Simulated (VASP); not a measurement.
# ZrH6 (P4/mmm) in VASP: single point with PBE

Aim: the single point of ZrH6 with PBE.

Program: VASP 6.6.1. These are calculated values, not measurements. Logs are shortened: lines on timing, memory, paths and dates and some standing lists are left out, and cuts for length are marked.

## Step 1: The cell of the first run

Symmetry: P4/mmm, No. 123, tetragonal system. Conventional cell: a = 3.390 Å, b = 3.390 Å, c = 7.580 Å, α = 90.00°, β = 90.00°, γ = 90.00°. Zr (site symmetry 4/mmm) has 8 H at 2.02 Å within 2.7 Å. Within 2.7 Å of H (site symmetry 2mm) lie 2 Zr at 2.02 Å and 5 H at 2.21 to 2.40 Å. Within 1.0 Å of H (site symmetry 4mm) lie 1 H at 0.75 Å.

## Step 2: Single point, PBE

Contents of INCAR:

```
ALGO     = Normal         # electronic algorithm
EDIFF    = 1E-7           # SCF threshold, eV
ENCUT    = 520            # plane-wave cutoff, eV
GGA      = PE             # functional
ISIF     = 2              # what is computed and relaxed
ISMEAR   = 0              # smearing method
LASPH    = T              # aspherical terms in the spheres
LCHARG   = F              # write CHGCAR
LREAL    = F              # projectors in reciprocal space
LWAVE    = F              # write WAVECAR
NBANDS   = 18             # bands
NELM     = 80             # most SCF steps
PREC     = Accurate       # precision mode
SIGMA    = 0.1            # smearing width, eV
```

Contents of KPOINTS:

```
k-points
0
Gamma
  6 6 4
```

Contents of POSCAR:

```
ZrH6
1.0
    3.3900169833      0.0000000000      0.0000000000
    0.0000000000      3.3900169833      0.0000000000
    0.0000000000      0.0000000000      7.5802260855
Zr H
1 6
Direct
    0.5000000000      0.5000000000      0.5000000000
    0.0000000000      0.5000000000      0.6454801934
    0.5000000000      0.0000000000      0.6454801934
    0.0000000000      0.5000000000      0.3545198066
    0.5000000000      0.0000000000      0.3545198066
    0.5000000000      0.5000000000      0.9505075293
    0.5000000000      0.5000000000      0.0494924707
```

Potentials or basis: VASP PAW PBE potentials, release 64 (Zr_sv, H).

Started as:

```
> cat potpaw_PBE.64/Zr_sv/POTCAR potpaw_PBE.64/H/POTCAR > POTCAR
> mpirun -np 1 vasp_std > vasp.out
```

OUTCAR:

```text
EDIFF = 1E-7
   ENCUT = 520
   GGA = PE
   ISIF = 2
   ISMEAR = 0
   LASPH = T
   LREAL = F
   NELM = 80
   PREC = Accurate

 ion  position               nearest neighbor table
   1  0.500  0.500  0.500-   2 2.02   3 2.02   4 2.02   5 2.02   3 2.02   5 2.02   2 2.02   4 2.02

   2  0.000  0.500  0.645-   1 2.02   1 2.02
   3  0.500  0.000  0.645-   1 2.02   1 2.02
   4  0.000  0.500  0.355-   1 2.02   1 2.02
   5  0.500  0.000  0.355-   1 2.02   1 2.02
   6  0.500  0.500  0.951-   7 0.75
   7  0.500  0.500  0.049-   6 0.75

  LATTYP: Found a simple tetragonal cell.
 ALAT       =     3.3900169833
 C/A-ratio  =     2.2360436903

  Lattice vectors:

 A1 = (   3.3900169833,   0.0000000000,   0.0000000000)
 A2 = (   0.0000000000,   3.3900169833,   0.0000000000)
 A3 = (   0.0000000000,   0.0000000000,   7.5802260855)

Analysis of symmetry for initial positions (statically):
=====================================================================
 Subroutine PRICEL returns:
 Original cell was already a primitive cell.

 Routine SETGRP: Setting up the symmetry group for a
 simple tetragonal supercell.

 Subroutine GETGRP returns: Found 16 space group operations
 (whereof 16 operations were pure point group operations)
 out of a pool of 16 trial point group operations.

The static configuration has the point symmetry D_4h.

Analysis of symmetry for dynamics (positions and initial velocities):
=====================================================================
 Subroutine PRICEL returns:
 Original cell was already a primitive cell.

 Routine SETGRP: Setting up the symmetry group for a
 simple tetragonal supercell.

 Subroutine GETGRP returns: Found 16 space group operations
 (whereof 16 operations were pure point group operations)
 out of a pool of 16 trial point group operations.

The dynamic configuration has the point symmetry D_4h.

 Subroutine INISYM returns: Found 16 space group operations
 (whereof 16 operations are pure point group operations),
 and found     1 'primitive' translations

----------------------------------------------------------------------------------------

                                     Primitive cell

  volume of cell :      87.1136

  direct lattice vectors                    reciprocal lattice vectors
     3.390016983  0.000000000  0.000000000     0.294983773  0.000000000  0.000000000
     0.000000000  3.390016983  0.000000000     0.000000000  0.294983773  0.000000000
     0.000000000  0.000000000  7.580226085     0.000000000  0.000000000  0.131922187

  length of vectors
     3.390016983  3.390016983  7.580226085     0.294983773  0.294983773  0.131922187

  position of ions in fractional coordinates (direct lattice)
     0.500000000  0.500000000  0.500000000
     0.000000000  0.500000000  0.645480193
     0.500000000  0.000000000  0.645480193
     0.000000000  0.500000000  0.354519807
     0.500000000  0.000000000  0.354519807
     0.500000000  0.500000000  0.950507529
     0.500000000  0.500000000  0.049492471

  ion indices of the primitive-cell ions
   primitive index   ion index
                 1           1
                 2           2
                 3           3
                 4           4
                 5           5
                 6           6
                 7           7

----------------------------------------------------------------------------------------

 KPOINTS: k-points

Automatic generation of k-mesh.
 Grid dimensions read from file:
 generate k-points for:    6    6    4

 Generating k-lattice:

  Cartesian coordinates                     Fractional coordinates (reciprocal lattice)
     0.049163962  0.000000000  0.000000000     0.166666667  0.000000000  0.000000000
     0.000000000  0.049163962  0.000000000     0.000000000  0.166666667  0.000000000
     0.000000000  0.000000000  0.032980547     0.000000000  0.000000000  0.250000000

  Length of vectors
     0.049163962  0.049163962  0.032980547

  Shift w.r.t. Gamma in fractional coordinates (k-lattice)
     0.000000000  0.000000000  0.000000000

 Subroutine IBZKPT returns following result:
 ===========================================

 Found     30 irreducible k-points:

 Following reciprocal coordinates:
            Coordinates               Weight
  0.000000  0.000000  0.000000      1.000000
  0.166667  0.000000  0.000000      4.000000
  0.333333  0.000000  0.000000      4.000000
  0.500000  0.000000  0.000000      2.000000
  0.166667  0.166667  0.000000      4.000000
  0.333333  0.166667  0.000000      8.000000
[... 16 lines left out ...]
  0.333333  0.000000  0.500000      4.000000
  0.500000  0.000000  0.500000      2.000000
 [... further k-points ...]
   k-points           NKPTS =     30   k-points in BZ     NKDIM =     30   number of bands    NBANDS=     18
   number of dos      NEDOS =    301   number of ions     NIONS =      7
   total plane-waves  NPLWV =  43904
   dimension x,y,z NGX =    28 NGY =   28 NGZ =   56
   dimension x,y,z NGXF=    56 NGYF=   56 NGZF=  112
   ions per type =               1   6
   NGX,Y,Z   is equivalent  to a cutoff of  13.73, 13.73, 12.28 a.u.
   NGXF,Y,Z  is equivalent  to a cutoff of  27.46, 27.46, 24.56 a.u.
 SYSTEM =  unknown system
   PREC   = accura    normal or accurate (medium, high low for compatibility)
   ISTART =      0    job   : 0-new  1-cont  2-samecut
   ICHARG =      2    charge: 1-file 2-atom 10-const
   ISPIN  =      1    spin polarized calculation?
   LNONCOLLINEAR =      F non collinear calculations
   LSORBIT =      F    spin-orbit coupling
   LASPH  =      T    aspherical Exc in radial PAW
   ENCUT  =  520.0 eV  38.22 Ry    6.18 a.u.   6.30  6.30 14.09*2*pi/ulx,y,z
   NELM   =     80;   NELMIN=  2; NELMDL= -5     # of ELM steps
   EDIFF  = 0.1E-06   stopping-criterion for ELM
   LREAL  =      F    real-space projection
   EDIFFG = 0.1E-05   stopping-criterion for IOM
   NSW    =      0    number of steps for IOM
   IBRION =     -1    ionic relax: 0-MD 1-quasi-New 2-CG
   NFREE  =      0    steps in history (QN), initial steepest desc. (CG)
   ISIF   =      2    stress and relaxation
   ISYM   =      2    0-nonsym 1-usesym 2-fastsym
   POTIM  = 0.5000    time-step for ionic-motion
   TEBEG  =    0.0;   TEEND  =   0.0 temperature during run
   PSTRESS=    0.0 pullay stress
   NELECT =      18.0000    total number of electrons
   NUPDOWN=      -1.0000    fix difference up-down
   EMIN   =  10.00;   EMAX   =-10.00  energy-range for DOS
   EFERMI =   0.00;   METHOD = LEGACY
   ISMEAR =     0;   SIGMA  =   0.10  broadening in eV -4-tet -1-fermi 0-gaus
   EFERMI_NEDOS =   21; number of points for ismear=-14 and -15
   IALGO  =     38    algorithm
   IMIX   =      4    mixing-type and parameters
     AMIX     =   0.40;   BMIX     =  1.00
     AMIX_MAG =   1.60;   BMIX_MAG =  1.00
  volume/ion in A,a.u.               =      12.44        83.98
  Fermi-wavevector in a.u.,A,eV,Ry     =   0.967840  1.828953 12.744779  0.936715
  Thomas-Fermi vector in A             =   2.097760
   LORBIT       =      0    0 simple, 1 ext, 2 COOP (PROOUT), +10 PAW based schemes
   GGA     = PE    functional components
   LHFCALC =     F    Hartree Fock is set to
   AEXX    =    0.0000 exact exchange contribution
   IVDW    =     0    specifies the selected vdW correction
   LEPSILON=     F    determine dielectric tensor
   LRPA    =     F    only Hartree local field effects (RPA)
 non-spin polarized calculation
 Gauss-broadening in eV      SIGMA  =   0.10
  energy-cutoff  :      520.00
  volume of cell :       87.11
 maximum number of plane-waves:      2392
 NGX is ok and might be reduce to    28
   NGX = 13   NGY = 13   NGZ = 29

 number of electron      18.0000001 magnetization

 Free energy of the ion-electron system (eV)
  ---------------------------------------------------
  ext. energy  EPLUGINS =         0.00000000
  ---------------------------------------------------
  free energy    TOTEN  =       -28.56401776 eV

  energy without entropy =      -28.55454359  energy(sigma->0) =      -28.55928067

 E-fermi :  -0.5221     XC(G=0):  -7.0461

 val. band max:       -0.5729535375   @ k =   0.5000   0.3333   0.5000
 cond. band min:      -0.4897893426   @ k =   0.1667   0.0000   0.0000
 fundamental gap:      0.0831641949
 Fermi energy:        -0.5220535776

 k-point     1 :       0.0000    0.0000    0.0000
  band No.  band energies     occupation
      1     -49.5625      2.00000
      2     -27.6820      2.00000
      3     -27.3397      2.00000
      4     -27.3397      2.00000
      5      -7.0702      2.00000
      6      -5.6709      2.00000
[... 10 lines left out ...]
     17       9.5464      0.00000
     18       9.5464      0.00000

 k-point     2 :       0.1667    0.0000    0.0000
  band No.  band energies     occupation
      1     -49.5561      2.00000
      2     -27.6692      2.00000
      3     -27.4305      2.00000
      4     -27.3336      2.00000
      5      -6.7101      2.00000
      6      -5.5408      2.00000
[... 10 lines left out ...]
     17       9.3156      0.00000
     18      10.3872      0.00000

 k-point     3 :       0.3333    0.0000    0.0000
  band No.  band energies     occupation
      1     -49.5433      2.00000
      2     -27.6434      2.00000
      3     -27.6075      2.00000
      4     -27.3214      2.00000
      5      -6.0036      2.00000
      6      -5.2274      2.00000
[... 10 lines left out ...]
     17       8.0572      0.00000
     18      10.2926      0.00000

 k-point     4 :       0.5000    0.0000    0.0000
  band No.  band energies     occupation
      1     -49.5369      2.00000
      2     -27.6939      2.00000
      3     -27.6304      2.00000
      4     -27.3153      2.00000
      5      -5.6834      2.00000
      6      -5.0089      2.00000
[... 375 lines left out ...]
      4     -27.3336      2.00000
      5      -6.5420      2.00000
      6      -5.8730      2.00000
[... 10 lines left out ...]
     17       9.3327      0.00000
     18      10.5235      0.00000

 k-point    23 :       0.3333    0.0000    0.5000
  band No.  band energies     occupation
      1     -49.5433      2.00000
      2     -27.6434      2.00000
      3     -27.6075      2.00000
      4     -27.3214      2.00000
      5      -5.7119      2.00000
      6      -5.6270      2.00000
[... 10 lines left out ...]
     17       8.0026      0.00000
     18       9.9089      0.00000

 k-point    24 :       0.5000    0.0000    0.5000
  band No.  band energies     occupation
      1     -49.5369      2.00000
      2     -27.6939      2.00000
      3     -27.6305      2.00000
      4     -27.3153      2.00000
      5      -5.4764      2.00000
      6      -5.2723      2.00000
[... 10 lines left out ...]
     17       8.4589      0.00000
     18       8.5198      0.00000

 [... further k-points ...]
[... 5 lines left out ...]
  --------------------------------------------------------------------------------------
  -------------------------------------------------------------------------------------
  Total       -0.1248219     -0.1248219      0.0952981      0.0000000     -0.0000000      0.0000000
  in kB       -2.2957020     -2.2957020      1.7527054      0.0000000     -0.0000000      0.0000000
  external PRESSURE =      -0.9462329 kB  Pullay stress =       0.0000000 kB

 VOLUME and BASIS-vectors are now :
 -----------------------------------------------------------------------------
  energy-cutoff  :      520.00
  volume of cell :       87.11
      direct lattice vectors                 reciprocal lattice vectors
     3.390016983  0.000000000  0.000000000     0.294983773  0.000000000  0.000000000
     0.000000000  3.390016983  0.000000000     0.000000000  0.294983773  0.000000000
     0.000000000  0.000000000  7.580226085     0.000000000  0.000000000  0.131922187

 POSITION                                       TOTAL-FORCE (eV/Angst)
 -----------------------------------------------------------------------------------
      1.69501      1.69501      3.79011        -0.000000     -0.000000      0.000000
      0.00000      1.69501      4.89289        -0.000000     -0.000000      0.001757
      1.69501      0.00000      4.89289         0.000000     -0.000000      0.001757
      0.00000      1.69501      2.68734         0.000000      0.000000     -0.001757
      1.69501      0.00000      2.68734        -0.000000      0.000000     -0.001757
      1.69501      1.69501      7.20506         0.000000     -0.000000     -0.013118
      1.69501      1.69501      0.37516        -0.000000      0.000000      0.013118
 -----------------------------------------------------------------------------------
    total drift:                                0.000000      0.000000      0.000000

  FREE ENERGIE OF THE ION-ELECTRON SYSTEM (eV)
  ---------------------------------------------------
  free  energy   TOTEN  =       -28.5640177609 eV

  energy  without entropy=      -28.5545435856  energy(sigma->0) =      -28.55928067
```

It used 73 s of CPU time on 1 thread of AMD EPYC 7R13 Processor (Zen 3) (shared host).

Results:

```yaml
Free_energy: -28.5640 eV
Pressure: -0.1 GPa
Largest_force: 0.013 eV/Å
Band_gap_on_the_k_mesh: zero (band 9 reaches 0.18 eV, above the bottom of band 10 at -1.33 eV)
```

Forces on the atoms (eV/Å):
```
Zr   0.000  0.000  0.000
H    0.000  0.000  0.002
H    0.000  0.000  0.002
H    0.000  0.000 -0.002
H    0.000  0.000 -0.002
H    0.000  0.000 -0.013
H    0.000  0.000  0.013
```

Stress tensor (GPa, compression positive):
```
-0.23  0.00  0.00
 0.00 -0.23  0.00
 0.00  0.00  0.18
```
